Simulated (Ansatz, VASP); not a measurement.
## Two plane-wave programs on Al3Ga3N2

```
Al Ga N
1.0
     3.06790    0.00000    0.00000
    -1.53395    2.65688    0.00000
     0.00000    0.00000   14.70182
Al Ga N
3 3 2
Direct
  0.33333 0.66667 0.17603
  0.00000 0.00000 0.35195
  0.00000 0.00000 0.00287
  0.33333 0.66667 0.51671
  0.33333 0.66667 0.84769
  0.66667 0.33333 0.67754
  0.00000 0.00000 0.13415
  0.33333 0.66667 0.30607
```

Alike in both runs: functional PBE; k mesh 6 × 6 × 2; occupations gaussian, width 0.2 eV; no spin polarisation.

Ansatz relaxed the structure, and its values are those at the end. VASP's run is a single point on that final structure, the one shown.

|  | VASP | Ansatz |
| --- | --- | --- |
| version | VASP 6.6.1 | Ansatz 0.2.0 |
| potentials or method | VASP PAW PBE potentials, release 64 (Al, Ga_d, N), cutoff 520 eV | scalar-relativistic, plane waves, PAW |
| valence electrons in the cell | 58 | 58 |

```csv
,VASP,Ansatz,Ansatz less VASP
gap on the k mesh at the Fermi level (eV),none,none,-
pressure (GPa),0.0,0.1,+0.05
rms of the force components (eV/Å),0.022,0.020,-0.0014
```

A gap of «none» marks a metal or a gap that the smearing closes.

The k mesh is coarse, so the values compare programs but aren't converged.
